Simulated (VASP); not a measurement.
# Cu in VASP: further runs, part 2 of 2

VASP 6.6.1.

### 3 Single point, LDA (atoms displaced along several vibrational modes)

INCAR

```
SYSTEM = Cu
ALGO = Fast
EDIFF = 1E-6
ENCUT = 520
ISIF = 2
ISMEAR = 0
LASPH = .TRUE.
LCHARG = .TRUE.
LELF = .TRUE.
LREAL = .FALSE.
LVHAR = .TRUE.
LWAVE = .FALSE.
NBANDS = 18
NELM = 60
PREC = Accurate
SIGMA = 0.15
```

KPOINTS

```
k-points
0
G
  21 21 12
  0 0 0
```

POSCAR

```
Cu
1.0
    2.4883286535      0.0000000000      0.0000000000
   -1.2441643268      2.1549558269      0.0000000000
    0.0000000000      0.0000000000      4.0637143877
Cu
2
Direct
    0.3493429422      0.6986858845      0.2180095628
    0.6506570578      0.3013141155      0.7819904372
```

Potentials or basis: VASP PAW LDA potentials, release 64 (Cu).

On the command line:

```
> cat potpaw_LDA.64/Cu/POTCAR > POTCAR
> mpirun -np 1 vasp_std > vasp.out
```

OUTCAR:

```text
SYSTEM = Cu
   EDIFF = 1E-6
   ENCUT = 520
   ISIF = 2
   ISMEAR = 0
   LASPH = .TRUE.
   LREAL = .FALSE.
   NELM = 60
   PREC = Accurate

 ion  position               nearest neighbor table
   1  0.349  0.699  0.218-   2 2.20   2 2.33   2 2.33   2 2.63   2 2.74   2 2.74
   2  0.651  0.301  0.782-   1 2.20   1 2.33   1 2.33   1 2.63   1 2.74   1 2.74

  LATTYP: Found a hexagonal cell.
 ALAT       =     2.4883286535
 C/A-ratio  =     1.6331099921

  Lattice vectors:

 A1 = (   2.4883286535,   0.0000000000,   0.0000000000)
 A2 = (  -1.2441643268,   2.1549558269,   0.0000000000)
 A3 = (   0.0000000000,   0.0000000000,   4.0637143877)

Analysis of symmetry for initial positions (statically):
=====================================================================
 Subroutine PRICEL returns:
 Original cell was already a primitive cell.

 Routine SETGRP: Setting up the symmetry group for a
 hexagonal supercell.

 Subroutine GETGRP returns: Found  4 space group operations
 (whereof  4 operations were pure point group operations)
 out of a pool of 24 trial point group operations.

The static configuration has the point symmetry C_2h.

Analysis of symmetry for dynamics (positions and initial velocities):
=====================================================================
 Subroutine PRICEL returns:
 Original cell was already a primitive cell.

 Routine SETGRP: Setting up the symmetry group for a
 hexagonal supercell.

 Subroutine GETGRP returns: Found  4 space group operations
 (whereof  4 operations were pure point group operations)
 out of a pool of 24 trial point group operations.

The dynamic configuration has the point symmetry C_2h.

 Subroutine INISYM returns: Found  4 space group operations
 (whereof  4 operations are pure point group operations),
 and found     1 'primitive' translations

----------------------------------------------------------------------------------------

                                     Primitive cell
[... 110 lines left out ...]
     AMIX     =   0.40;   BMIX     =  1.00
     AMIX_MAG =   1.60;   BMIX_MAG =  1.00
  volume/ion in A,a.u.               =      10.90        73.53
  Fermi-wavevector in a.u.,A,eV,Ry     =   1.642326  3.103546 36.698093  2.697234
  Thomas-Fermi vector in A             =   2.732647
   LORBIT       =      0    0 simple, 1 ext, 2 COOP (PROOUT), +10 PAW based schemes
   GGA     = CA    functional components
   LHFCALC =     F    Hartree Fock is set to
   AEXX    =    0.0000 exact exchange contribution
   IVDW    =     0    specifies the selected vdW correction
   LEPSILON=     F    determine dielectric tensor
   LRPA    =     F    only Hartree local field effects (RPA)
 non-spin polarized calculation
 RMM-DIIS sequential band-by-band and
 Gauss-broadening in eV      SIGMA  =   0.15
  energy-cutoff  :      520.00
  volume of cell :       21.79
 maximum number of plane-waves:       602
   NGX =  9   NGY =  9   NGZ = 15

 number of electron      22.0000001 magnetization

 Free energy of the ion-electron system (eV)
  ---------------------------------------------------
  ext. energy  EPLUGINS =         0.00000000
  ---------------------------------------------------
  free energy    TOTEN  =        -9.05410826 eV

  energy without entropy =       -9.04664406  energy(sigma->0) =       -9.05037616

 E-fermi :   8.4367     XC(G=0): -13.5383

 val. band max:        8.4363023014   @ k =   0.3333   0.1905   0.0000
 cond. band min:       8.4401664442   @ k =  -0.4762   0.2381   0.4167
 fundamental gap:      0.0038641428
 Fermi energy:         8.4367009723

 k-point     1 :       0.0000    0.0000    0.0000
  band No.  band energies     occupation
      1      -1.6304      2.00000
      2       2.6462      2.00000
      3       4.8802      2.00000
      4       4.9716      2.00000
      5       5.0006      2.00000
      6       5.0786      2.00000
[... 481 lines left out ...]
      5       5.0785      2.00000
      6       5.1753      2.00000
[... 10 lines left out ...]
     17      33.3382      0.00000
     18      33.5749      0.00000

 [... further k-points ...]

------------------------ aborting loop because EDIFF is reached ----------------------------------------

  FORCE on cell =-STRESS in cart. coord.  units (eV):
  Direction    XX          YY          ZZ          XY          YZ          ZX
  --------------------------------------------------------------------------------------
  -------------------------------------------------------------------------------------
  Total        0.5482416      1.3406616      2.3584414     -0.0000000     -0.6097873      0.0000000
  in kB       40.3100463     98.5735618    173.4069032     -0.0000000    -44.8352605      0.0000000
  external PRESSURE =     104.0968371 kB  Pullay stress =       0.0000000 kB

 VOLUME and BASIS-vectors are now :
 -----------------------------------------------------------------------------
  energy-cutoff  :      520.00
  volume of cell :       21.79
      direct lattice vectors                 reciprocal lattice vectors
     2.488328653  0.000000000  0.000000000     0.401876174  0.232023317  0.000000000
    -1.244164327  2.154955827  0.000000000     0.000000000  0.464046635  0.000000000
     0.000000000  0.000000000  4.063714388     0.000000000  0.000000000  0.246080286

 POSITION                                       TOTAL-FORCE (eV/Angst)
 -----------------------------------------------------------------------------------
     -0.00000      1.50564      0.88593         0.000000     -0.432441      2.689496
      1.24416      0.64932      3.17779        -0.000000      0.432441     -2.689496
 -----------------------------------------------------------------------------------
    total drift:                                0.000000     -0.000000      0.000000

  FREE ENERGIE OF THE ION-ELECTRON SYSTEM (eV)
  ---------------------------------------------------
  free  energy   TOTEN  =        -9.0541082586 eV

  energy  without entropy=       -9.0466440589  energy(sigma->0) =       -9.05037616
```

OSZICAR:

```text
N       E                     dE             d eps       ncg     rms          rms(c)
DAV:   1     0.120712100374E+03    0.12071E+03   -0.10513E+04 54966   0.228E+03
DAV:   2    -0.452580313567E+01   -0.12524E+03   -0.11893E+03 50418   0.291E+02
DAV:   3    -0.109573724615E+02   -0.64316E+01   -0.62084E+01 55904   0.891E+01
DAV:   4    -0.110288383259E+02   -0.71466E-01   -0.71412E-01 59726   0.102E+01
DAV:   5    -0.110298527638E+02   -0.10144E-02   -0.10144E-02 61944   0.106E+00    0.112E+01
RMM:   6    -0.966199612589E+01    0.13679E+01   -0.10026E+01 58951   0.576E+01    0.551E+00
RMM:   7    -0.909076886819E+01    0.57123E+00   -0.16984E+00 58623   0.247E+01    0.162E+00
RMM:   8    -0.905564779984E+01    0.35121E-01   -0.99243E-02 59896   0.279E+00    0.154E-01
RMM:   9    -0.905571524565E+01   -0.67446E-04   -0.26274E-02 60202   0.312E+00    0.395E-01
RMM:  10    -0.905401488293E+01    0.17004E-02   -0.77991E-03 72038   0.817E-01    0.606E-02
RMM:  11    -0.905414376031E+01   -0.12888E-03   -0.19579E-03 72018   0.388E-01    0.551E-02
RMM:  12    -0.905412099508E+01    0.22765E-04   -0.22720E-04 63349   0.183E-01    0.281E-02
RMM:  13    -0.905410666967E+01    0.14325E-04   -0.83428E-05 62437   0.114E-01    0.204E-03
RMM:  14    -0.905410813695E+01   -0.14673E-05   -0.14324E-05 61151   0.331E-02    0.234E-03
RMM:  15    -0.905410825856E+01   -0.12161E-06   -0.16469E-06 41145   0.192E-02
   1 F= -.90541083E+01 E0= -.90503762E+01  d E =-.746420E-02
```

stdout:

```text
POSCAR found type information on POSCAR Cu
 POSCAR found :  1 types and       2 ions
 scaLAPACK will be used
 LDA part: xc-table for (Slater(with rela. corr.)+CA(PZ))
 , standard interpolation
 POSCAR, INCAR and KPOINTS ok, starting setup
 FFT: planning ... GRIDC
 FFT: planning ... GRID_SOFT
 FFT: planning ... GRID
 WAVECAR not read
 entering main loop
WARNING in EDDRMM: call to ZHEGV failed, returncode =   6  3     17
WARNING in EDDRMM: call to ZHEGV failed, returncode =   8  4     18
WARNING in EDDRMM: call to ZHEGV failed, returncode =   6  3     15
WARNING in EDDRMM: call to ZHEGV failed, returncode =   6  3     16
WARNING in EDDRMM: call to ZHEGV failed, returncode =   8  4     17
WARNING in EDDRMM: call to ZHEGV failed, returncode =   6  3     18
WARNING in EDDRMM: call to ZHEGV failed, returncode =   8  4     16
WARNING in EDDRMM: call to ZHEGV failed, returncode =   6  3     17
WARNING in EDDRMM: call to ZHEGV failed, returncode =   6  3     17
```

Run time: 8.4 min. Hardware: 1 thread of Intel Xeon Platinum 8488C (Sapphire Rapids), shared host; peak memory 0.5 GiB.

Results:

* Free energy: -9.0541 eV
* Pressure: 10.4 GPa
* Largest force: 2.724 eV/Å
* Band gap on the k mesh: zero (bands 11 and 12 overlap by 6.12 eV)

Forces on the atoms (eV/Å):
```
Cu   0.000 -0.432  2.689
Cu   0.000  0.432 -2.689
```

Levels at points of the mesh, in eV from the Fermi level:
| k point | band 8 | band 9 | band 10 | band 11 | band 12 | band 13 | band 14 | band 15 |
| --- | --- | --- | --- | --- | --- | --- | --- | --- |
| (0.00, 0.00, 0.00) | -2.75 | -2.48 | -1.97 | -1.69 | -0.97 | 3.84 | 21.76 | 22.94 |
| (0.00, 0.00, 0.50) | -3.08 | -2.45 | -2.20 | -1.95 | -1.88 | 11.44 | 14.79 | 22.42 |

Caveat: the cell differs from its parent crystal (atoms displaced along several vibrational modes); the stress differs along the axes, from 4 to 17 GPa; forces of over 1 eV/Å act on the atoms, so gaps and moduli don't describe the material at rest.

### 4 Single point, LDA (atoms displaced along several vibrational modes)

INCAR

```
SYSTEM = Cu
PREC = Accurate
ENCUT = 520
EDIFF = 1E-6
ISMEAR = 0
SIGMA = 0.15
LREAL = .FALSE.
LASPH = .TRUE.
NELM = 80
ALGO = Fast
ISIF = 2
LWAVE = .FALSE.
LCHARG = .FALSE.
NBANDS = 18
```

KPOINTS

```
regular mesh
0
G
  21 21 12
  0 0 0
```

POSCAR

```
Cu
1.0
    2.4883286535      0.0000000000      0.0000000000
   -1.2441643268      2.1549558269      0.0000000000
    0.0000000000      0.0000000000      4.0637143877
Cu
2
Direct
    0.3333333333      0.6666666667      0.2180095628
    0.6666666667      0.3333333333      0.7819904372
```

On the command line:

```
> cat potpaw_LDA.64/Cu/POTCAR > POTCAR
> mpirun -np 1 vasp_std > vasp.out
```

It took 5.7 min on 1 thread of Intel Xeon 8259CL, shared host; peak memory 0.26 GiB.

The run converged. Its results:

```
Free energy            : -9.0822 eV
Pressure               : 9.8 GPa
Largest force          : 2.594 eV/Å
Band gap on the k mesh : zero (bands 11 and 12 overlap by 6.14 eV)
```

Forces in eV/Å, atoms in the order of the input:
```
Cu   0.000  0.000  2.594
Cu   0.000  0.000 -2.594
```

Stress tensor (GPa, compression positive):
```
 6.84  0.00  0.00
 0.00  6.84  0.00
 0.00  0.00 15.64
```

Levels at points of the mesh, in eV from the Fermi level:
```
           k point  band 7  band 8  band 9  band 10  band 11  band 12  band 13  band 14  band 15  band 16
(0.00, 0.00, 0.00)   -3.35   -2.63   -2.63    -1.81    -1.81    -0.97     3.83    21.98    22.86    22.86
(0.00, 0.00, 0.50)   -3.51   -3.13   -2.32    -2.32    -1.90    -1.90    11.44    14.79    22.38    23.15
```

Caveat: the cell differs from its parent crystal (atoms displaced along several vibrational modes); the stress differs along the axes, from 7 to 16 GPa; forces of over 1 eV/Å act on the atoms, so gaps and moduli don't describe the material at rest.

### 5 Single point, LDA (atoms displaced along several vibrational modes)

INCAR

```
SYSTEM = Cu
  PREC = Accurate
  ENCUT = 520
  EDIFF = 1E-6
  ISMEAR = 0
  SIGMA = 0.15
  LREAL = .False.
  LASPH = .True.
  NELM = 60
  ALGO = Fast
  ISIF = 2
  LWAVE = .False.
  LCHARG = .True.
  LELF = .True.
  LVHAR = .True.
  NBANDS = 18
```

KPOINTS

```
regular mesh
0
Gamma
  21 21 12
  0 0 0
```

POSCAR

```
Cu
1.0
    2.4883286535      0.0000000000      0.0000000000
   -1.2441643268      2.1549558269      0.0000000000
    0.0000000000      0.0000000000      4.0637143877
Cu
2
Direct
    0.3333333333      0.6666666667      0.2340047814
    0.6666666667      0.3333333333      0.7659952186
```

On the command line:

```
> cat potpaw_LDA.64/Cu/POTCAR > POTCAR
> mpirun -np 1 vasp_std > vasp.out
```

Run time: 5.4 min. Hardware: 1 thread of Intel Xeon 8259CL, shared host; peak memory 0.27 GiB.

Results (log left out):

* Free energy: -9.3246 eV
* Pressure: 3.2 GPa
* Largest force: 1.192 eV/Å
* Band gap on the k mesh: zero (bands 11 and 12 overlap by 6.24 eV)

Forces on the atoms (eV/Å):
```
Cu   0.000  0.000  1.192
Cu   0.000  0.000 -1.192
```

Stress tensor (GPa, compression positive):
```
1.98 0.00 0.00
0.00 1.98 0.00
0.00 0.00 5.71
```

Levels at points of the mesh, in eV from the Fermi level:
| k point | band 7 | band 8 | band 9 | band 10 | band 11 | band 12 | band 13 | band 14 | band 15 | band 16 |
| --- | --- | --- | --- | --- | --- | --- | --- | --- | --- | --- |
| (0.00, 0.00, 0.00) | -3.14 | -2.70 | -2.70 | -1.86 | -1.86 | -1.17 | 4.05 | 22.06 | 22.85 | 22.85 |
| (0.00, 0.00, 0.50) | -3.38 | -3.38 | -2.24 | -2.24 | -2.02 | -2.02 | 12.24 | 13.98 | 22.59 | 22.97 |

Caveat: the cell differs from its parent crystal (atoms displaced along several vibrational modes); the cell stands under pressure; forces of over 1 eV/Å act on the atoms, so gaps and moduli don't describe the material at rest.

### 6 Summary

| cell | further INCAR settings | gap on the mesh (eV) | pressure (GPa) | largest force (eV/Å) |
| --- | --- | --- | --- | --- |
| as given, atomic positions A | ALGO = Fast; EDIFF = 1e-07; NBANDS = 18 | none | 10.5 | 2.68 |
| as given, atomic positions B | ALGO = Fast; EDIFF = 1e-06; NBANDS = 18 | none | 10.4 | 2.72 |
| as given, atomic positions C | ALGO = Fast; EDIFF = 1e-06; NBANDS = 18 | none | 9.8 | 2.59 |
| as given, atomic positions D | ALGO = Fast; EDIFF = 1e-06; NBANDS = 18 | none | 3.2 | 1.19 |

Alike in all rows: task single point; level LDA; potentials or basis VASP PAW LDA potentials, release 64 (Cu); no spin polarisation; k mesh 21 × 21 × 12; cutoff (eV) 520; smearing gaussian 0.15 eV.

Caveats: forces of over 1 eV/Å act on the atoms, so gaps and moduli don't describe the material at rest; the stress differs along the axes, from 4 to 17 GPa (at least some runs); the stress differs along the axes, from 7 to 16 GPa (at least some runs); the cell stands under pressure (at least some runs).

Total energies depend on the potentials used, so only differences within one code and one set of settings carry meaning.

The gap in the log of VASP goes by the Fermi energy; the results here count the filled bands.